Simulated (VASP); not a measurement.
Write the native input for VASP 6.6.1 that does the following.

```yaml
Task: single point
Functional: PBE
Dispersion: D3(BJ)
Potentials_or_basis: VASP PAW PBE potentials, release 64 (S, C)
Cutoff: 520 eV
k_mesh: 1 × 1 × 1
Occupations: fermi-dirac, width 0.02 eV
Spin: no spin polarisation
Dipole_correction: no
Further_INCAR_settings: LREAL = Auto; ALGO = Normal; EDIFF = 1e-06; NBANDS = 82
```

The structure of CS2 lies in POSCAR:

```
CS2
1.0
    9.2831780000      0.0000000000      0.0000000000
    0.0000000000      9.2831780000      0.0000000000
    0.0000000000      0.0000000000      9.2831780000
S C
16 8
Direct
    0.7056850574      0.1772991965      0.8076544476
    0.5257251342      0.2642521774      0.5364434464
    0.7836001852      0.6641152416      0.5466231500
    0.9701634505      0.3912991866      0.4962955574
    0.4113031119      1.1026180905      0.1096822661
    0.4542194494      0.7661169483      0.0954306812
    1.0957454441      0.8327966996      0.3178868271
    0.7911514785      0.9612440912      0.3159370638
    0.2902777476      0.6199493320      0.5383932097
    0.2668051824      0.4441905563      0.2627440732
    0.9006075290      0.4676954379      0.0175694143
    0.6399101687      0.4070373314      0.2387005829
    0.1770298921      0.2231886537      0.8128143185
    0.2495697055      0.0530960410      0.5310465877
   -0.1763620174      0.8843630920      0.9178968668
    0.1488391152      0.7849574790      0.8993148682
    0.6112777327      0.2122764424      0.6710202045
    0.8802158054      0.5339981631      0.5245940560
    0.4338708145      0.9387087051      0.0858219028
    0.9404430250      0.8900615716      0.3346375562
    0.2766509486      0.5264791863      0.4038379960
    0.7694024611      0.4374687203      0.1225550129
    0.2157127656      0.1261098301      0.6749305033
   -0.0152533971      0.8272598026      0.9000473760
```

The input as run:

INCAR

```
PREC = Accurate
ENCUT = 520
EDIFF = 1E-6
ISMEAR = -1
SIGMA = 0.02
LREAL = Auto
LASPH = True
NELM = 80
ALGO = Normal
ISIF = 2
LWAVE = False
LCHARG = False
GGA = PE
IVDW = 12
NBANDS = 82
```

KPOINTS

```
regular mesh
0
Gamma
  1 1 1
```

Potentials or basis: VASP PAW PBE potentials, release 64 (S, C).

The run is started by

```console
$ cat potpaw_PBE.64/S/POTCAR potpaw_PBE.64/C/POTCAR > POTCAR
$ mpirun -np 1 vasp_gam > vasp.out
```

It gave:

```
Pressure                   : -0.5 GPa
Largest force              : 3.354 eV/Å
Band gap on the k mesh     : 2.72 eV
Dispersion energy per atom : -0.121 eV
```

Caveat: the k points lie up to 0.68 Å⁻¹ apart.

Run time: 91 s on 1 thread of Intel(R) Xeon(R) Platinum 8488C (Sapphire Rapids), with other jobs on the host, peak memory 0.65 GiB.
